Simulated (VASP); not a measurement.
The system is MgTlSe.

```
CELL_PARAMETERS angstrom
3.72263 0.00000 0.00000
0.00000 3.72263 0.00000
0.00000 0.00000 6.36412
ATOMIC_POSITIONS crystal
Mg 0.00000 0.00000 0.00000
Tl 0.00000 0.00000 0.50000
Se 0.50000 0.50000 0.00000
```

The cell was generated, and may not be a known phase.

- Program: VASP 6.6.1
- Task: relaxation of cell and atoms
- Functional: PBE
- Potentials or basis: VASP PAW PBE potentials, release 64 (Mg, Tl_d, Se)
- Cutoff: 600 eV
- k mesh: 12 × 12 × 8
- Occupations: gaussian, width 0.1 eV
- Spin: no spin polarisation

At the start: pressure -0.1 GPa; volume 29.40 Å³/atom.

**Question.** How do energy, volume and symmetry change on relaxing?

**Answer.** Over 13 steps the energy falls by 2.8 meV/atom and the volume is 31.42 Å³/atom (+6.9 %); space group P4/mmm (No. 123, to 0.1 Å) before and after.

The path:
```
step  energy change (eV)  largest force (eV/Å)  pressure (GPa)  volume (Å³)
   1              0.0000                0.0000           -0.06        88.19
   2             -0.0004                0.0000            0.04        88.06
   3             -0.0006                0.0000            0.14        87.92
   4             -0.0006                0.0000            0.18        87.87
   5             -0.0009                0.0000            0.17        88.03
   6             -0.0017                0.0000            0.13        88.50
   7             -0.0030                0.0000            0.07        89.44
   8             -0.0058                0.0000            0.04        91.29
   9             -0.0080                0.0000            0.16        94.91
  10             -0.0084                0.0000            0.09        93.74
  11             -0.0084                0.0000            0.11        93.98
  12             -0.0064                0.0000           -0.45        95.44
  13             -0.0085                0.0000            0.00        94.25
```

Final structure:
```cif
data_structure
_symmetry_space_group_name_H-M 'P 1'
_symmetry_Int_Tables_number 1
_cell_length_a 3.6705
_cell_length_b 3.6705
_cell_length_c 6.9958
_cell_angle_alpha 90.000
_cell_angle_beta 90.000
_cell_angle_gamma 90.000
_cell_volume 94.25
loop_
_atom_site_label
_atom_site_type_symbol
_atom_site_fract_x
_atom_site_fract_y
_atom_site_fract_z
_atom_site_occupancy
Mg1 Mg 0.00000 0.00000 0.00000 1
Tl1 Tl 0.00000 0.00000 0.50000 1
Se1 Se 0.50000 0.50000 0.00000 1
```
